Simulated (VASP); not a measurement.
# Cs (Fm-3m) in VASP: further runs, part 2 of 2

VASP 6.6.1. The steps go on from the part before.

**5. Single point, PBE**

This run uses another cell than the first one, of 118.47 Å³/atom, 1.057 times its volume.

INCAR reads:

```
  ALGO = Fast
  EDIFF = 1E-7
  ENCUT = 520
  GGA = PE
  ISIF = 2
  ISMEAR = -1
  LASPH = True
  LCHARG = False
  LREAL = False
  LWAVE = False
  NBANDS = 10
  NELM = 100
  PREC = Accurate
  SIGMA = 0.05
```

KPOINTS reads:

```
k-points
0
Gamma
  6 6 6
```

POSCAR reads:

```
Cs
1.0
    0.0000000000      3.8981473778      3.8981473778
    3.8981473778      0.0000000000      3.8981473778
    3.8981473778      3.8981473778      0.0000000000
Cs
1
Direct
    0.0000000000      0.0000000000      0.0000000000
```

Started as:

```
$ cat potpaw_PBE.64/Cs_sv/POTCAR > POTCAR
$ mpirun -np 1 vasp_std > vasp.out
```

Wall time 15 s (1 thread of Intel Xeon 6975P-C (Granite Rapids), shared host); peak memory 0.24 GiB.

It converged, with:

```yaml
Free_energy: -0.8469 eV
Pressure: 0.0 GPa
```

Levels at points of the mesh, in eV from the Fermi level:
| k point | band 2 | band 3 | band 4 | band 5 | band 6 | band 7 | band 8 | band 9 |
| --- | --- | --- | --- | --- | --- | --- | --- | --- |
| (0.00, 0.00, 0.00) | -10.60 | -10.60 | -10.60 | -1.63 | 2.45 | 2.45 | 2.45 | 3.51 |
| (0.50, 0.00, 0.00) | -10.72 | -10.61 | -10.61 | 0.00 | 0.76 | 2.31 | 2.31 | 4.28 |
| (0.50, 0.50, 0.00) | -10.71 | -10.64 | -10.64 | 0.31 | 1.08 | 1.41 | 3.95 | 3.98 |

Caveat: spin-orbit coupling is left out, which moves the levels of the heavy elements.

**6. Single point, LDA**

This run uses another cell than the first one, of 123.10 Å³/atom, 1.098 times its volume.

INCAR reads:

```
PREC = Accurate ; ENCUT = 520
EDIFF = 1E-6 ; ISMEAR = -1
SIGMA = 0.05 ; LREAL = False
LASPH = True ; NELM = 100
ALGO = Normal ; ISIF = 2
LWAVE = False ; LCHARG = False
GGA = CA ; NBANDS = 10
```

KPOINTS reads:

```
regular mesh
0
Gamma
  4 4 4
```

POSCAR reads:

```
Cs
1.0
    0.0000000000      3.9483357400      3.9483357400
    3.9483357400      0.0000000000      3.9483357400
    3.9483357400      3.9483357400      0.0000000000
Cs
1
Direct
    0.0000000000      0.0000000000      0.0000000000
```

Potentials or basis: VASP PAW LDA potentials, release 64 (Cs_sv).

Started as:

```
$ cat potpaw_LDA.64/Cs_sv/POTCAR > POTCAR
$ mpirun -np 1 vasp_std > vasp.out
```

OUTCAR:

```text
PREC = Accurate
   ENCUT = 520
   EDIFF = 1E-6
   ISMEAR = -1
   LREAL = False
   LASPH = True
   NELM = 100
   ISIF = 2
   GGA = CA

 ion  position               nearest neighbor table
   1  0.000  0.000  0.000-

  LATTYP: Found a face centered cubic cell.
 ALAT       =     7.8966714800

  Lattice vectors:

 A1 = (   0.0000000000,   3.9483357400,   3.9483357400)
 A2 = (   3.9483357400,   0.0000000000,   3.9483357400)
 A3 = (   3.9483357400,   3.9483357400,   0.0000000000)

Analysis of symmetry for initial positions (statically):
=====================================================================
 Subroutine PRICEL returns:
 Original cell was already a primitive cell.

 Routine SETGRP: Setting up the symmetry group for a
 face centered cubic supercell.

 Subroutine GETGRP returns: Found 48 space group operations
 (whereof 48 operations were pure point group operations)
 out of a pool of 48 trial point group operations.

The static configuration has the point symmetry O_h .

Analysis of symmetry for dynamics (positions and initial velocities):
=====================================================================
 Subroutine PRICEL returns:
 Original cell was already a primitive cell.

 Routine SETGRP: Setting up the symmetry group for a
 face centered cubic supercell.

 Subroutine GETGRP returns: Found 48 space group operations
 (whereof 48 operations were pure point group operations)
 out of a pool of 48 trial point group operations.

The dynamic configuration has the point symmetry O_h .

 Subroutine INISYM returns: Found 48 space group operations
 (whereof 48 operations are pure point group operations),
 and found     1 'primitive' translations

----------------------------------------------------------------------------------------
[... 94 lines left out ...]
     AMIX_MAG =   1.60;   BMIX_MAG =  1.00
  volume/ion in A,a.u.               =     123.10       830.75
  Fermi-wavevector in a.u.,A,eV,Ry     =   0.684539  1.293591  6.375605  0.468594
  Thomas-Fermi vector in A             =   1.764221
   LORBIT       =      0    0 simple, 1 ext, 2 COOP (PROOUT), +10 PAW based schemes
   GGA     = CA    functional components
   LHFCALC =     F    Hartree Fock is set to
   AEXX    =    0.0000 exact exchange contribution
   IVDW    =     0    specifies the selected vdW correction
   LEPSILON=     F    determine dielectric tensor
   LRPA    =     F    only Hartree local field effects (RPA)
 non-spin polarized calculation
  energy-cutoff  :      520.00
  volume of cell :      123.10
 maximum number of plane-waves:      3329
 NGX is ok and might be reduce to    42
   NGX = 21   NGY = 21   NGZ = 21

 number of electron       9.0000001 magnetization

 Free energy of the ion-electron system (eV)
  ---------------------------------------------------
  ext. energy  EPLUGINS =         0.00000000
  ---------------------------------------------------
  free energy    TOTEN  =        -0.93082665 eV

  energy without entropy =       -0.91907750  energy(sigma->0) =       -0.92495207

 E-fermi :   0.1900     XC(G=0):  -5.3666

 val. band max:        0.0838897739   @ k =   0.5000   0.0000   0.0000
 cond. band min:       0.3257164994   @ k =   0.5000   0.2500   0.0000
 fundamental gap:      0.2418267255
 Fermi energy:         0.1900465340

 k-point     1 :       0.0000    0.0000    0.0000
  band No.  band energies     occupation
      1     -23.7283      2.00000
      2     -10.4744      2.00000
      3     -10.4744      2.00000
      4     -10.4744      2.00000
      5      -1.4858      2.00000
      6       2.4771      0.00000
      7       2.4771      0.00000
      8       2.4771      0.00000
      9       3.4803      0.00000
     10       3.4803      0.00000
[... 79 lines left out ...]
 k-point     8 :      -0.2500    0.5000    0.2500
  band No.  band energies     occupation
      1     -23.7225      2.00000
      2     -10.5467      2.00000
      3     -10.5467      2.00000
      4     -10.5159      2.00000
      5       0.9530      0.00000
      6       1.3114      0.00000
      7       1.3114      0.00000
      8       2.0247      0.00000
      9       4.1739      0.00000
     10       4.3469      0.00000

------------------------ aborting loop because EDIFF is reached ----------------------------------------

  FORCE on cell =-STRESS in cart. coord.  units (eV):
  Direction    XX          YY          ZZ          XY          YZ          ZX
  --------------------------------------------------------------------------------------
  -------------------------------------------------------------------------------------
  Total       -0.3081515     -0.3081515     -0.3081515      0.0000000     -0.0000000     -0.0000000
  in kB       -4.0105380     -4.0105380     -4.0105380      0.0000000     -0.0000000     -0.0000000
  external PRESSURE =      -4.0105380 kB  Pullay stress =       0.0000000 kB

 VOLUME and BASIS-vectors are now :
 -----------------------------------------------------------------------------
  energy-cutoff  :      520.00
  volume of cell :      123.10
      direct lattice vectors                 reciprocal lattice vectors
     0.000000000  3.948335740  3.948335740    -0.126635634  0.126635634  0.126635634
     3.948335740  0.000000000  3.948335740     0.126635634 -0.126635634  0.126635634
     3.948335740  3.948335740  0.000000000     0.126635634  0.126635634 -0.126635634

 POSITION                                       TOTAL-FORCE (eV/Angst)
 -----------------------------------------------------------------------------------
      0.00000      0.00000      0.00000         0.000000     -0.000000      0.000000
 -----------------------------------------------------------------------------------
    total drift:                               -0.000000     -0.000000      0.000000

  FREE ENERGIE OF THE ION-ELECTRON SYSTEM (eV)
  ---------------------------------------------------
  free  energy   TOTEN  =        -0.9308266458 eV

  energy  without entropy=       -0.9190774997  energy(sigma->0) =       -0.92495207
```

It took 6.8 s on 1 thread of Intel Xeon Platinum 8259CL at 2.50GHz (Skylake/Cascade Lake), shared host; peak memory 0.19 GiB.

What came out:

* Free energy: -0.9308 eV
* Pressure: -0.4 GPa

Caveat: spin-orbit coupling is left out, which moves the levels of the heavy elements.

**7. Summary**

| level | potentials or basis | cell | k mesh | gap on the mesh (eV) | pressure (GPa) |
| --- | --- | --- | --- | --- | --- |
| PBE+D3(BJ) | VASP PAW PBE potentials, release 64 (Cs_sv) | a = 5.412 Å, angles 60.0°, 1 atom | 6 × 6 × 6 | none | 0.0 |
| PBE+D3(BJ) | VASP PAW PBE potentials, release 64 (Cs_sv) | a = 5.416 Å, angles 60.0°, 1 atom | 6 × 6 × 6 | none | 0.0 |
| PBE+D4 | VASP PAW PBE potentials, release 64 (Cs_sv) | a = 5.424 Å, angles 60.0°, 1 atom | 6 × 6 × 6 | none | 0.0 |
| PBE | VASP PAW PBE potentials, release 64 (Cs_sv) | a = 5.513 Å, angles 60.0°, 1 atom | 6 × 6 × 6 | none | 0.0 |
| LDA | VASP PAW LDA potentials, release 64 (Cs_sv) | a = 5.584 Å, angles 60.0°, 1 atom | 4 × 4 × 4 | none | -0.4 |

Alike in all rows: task single point; no spin polarisation; cutoff (eV) 520; smearing fermi-dirac 0.05 eV.

Caveats: spin-orbit coupling is left out, which moves the levels of the heavy elements; pairwise dispersion overbinds metals, which lowers pressure and volume (some runs); three body term missing (some runs).

Absolute energies hang on the potentials; compare differences alone.
